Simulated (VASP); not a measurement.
Set up this calculation in VASP 6.6.1, as the native input.

| Quantity | Value |
| --- | --- |
| Task | single point |
| Functional | PBE |
| Potentials or basis | VASP PAW PBE potentials, release 64 (Ti_sv, Si) |
| Cutoff | 520 eV |
| k mesh | 8 × 8 × 8 |
| Occupations | gaussian, width 0.1 eV |
| Spin | collinear spin |
| Starting moments | [2.97, 0.0, 0.0, 0.0, 0.0, 0.0, 0.0] μB |
| Dipole correction | no |
| Further INCAR settings | ALGO = Normal; EDIFF = 1e-06; NBANDS = 31 |

The structure of TiSi6 lies in POSCAR:

```
TiSi6
1.0
    5.8209370942      0.0000000000      0.0000000000
    0.0000000000      5.8209370942      0.0000000000
    0.0000000000      0.0000000000      5.8209370942
Ti Si
1 6
Direct
    0.0000000000      0.0000000000      0.0000000000
    0.2004794886      0.5000000000      0.5000000000
    0.5000000000      0.2004794886      0.5000000000
    0.7995205114      0.5000000000      0.5000000000
    0.5000000000      0.7995205114      0.5000000000
    0.5000000000      0.5000000000      0.2004794886
    0.5000000000      0.5000000000      0.7995205114
```

The cell was built from a structure type or drawn by symmetry, and may not be a known phase.

One way to write it, as run:

INCAR

```
SYSTEM = TiSi6
ALGO = Normal ; EDIFF = 1E-6
ENCUT = 520 ; GGA = PE
ISIF = 2 ; ISMEAR = 0
ISPIN = 2 ; LASPH = .True.
LCHARG = .False. ; LMAXMIX = 4
LORBIT = 11 ; LREAL = .False.
LWAVE = .False. ; MAGMOM = 2.97 0 0 0 0 0 0
NBANDS = 31 ; NELM = 150
PREC = Accurate ; SIGMA = 0.1
```

KPOINTS

```
k-points
0
Gamma
  8 8 8
  0 0 0
```

Potentials or basis: VASP PAW PBE potentials, release 64 (Ti_sv, Si).

Run with:

```bash
$ cat potpaw_PBE.64/Ti_sv/POTCAR potpaw_PBE.64/Si/POTCAR > POTCAR
$ mpirun -np 1 vasp_std > vasp.out
```

It gave:

```yaml
Pressure: -1.0 GPa
Largest_force: 0.056 eV/Å
Band_gap_on_the_k_mesh: zero (filled and empty bands overlap)
Net_moment: 0.00 μB per cell
Valence_electrons_inside_the_program's_atomic_spheres: Ti 9.95; Si 1.62
```

It took 17 min on 1 thread of Intel Xeon 8259CL, on a shared host, peak memory 0.61 GiB.
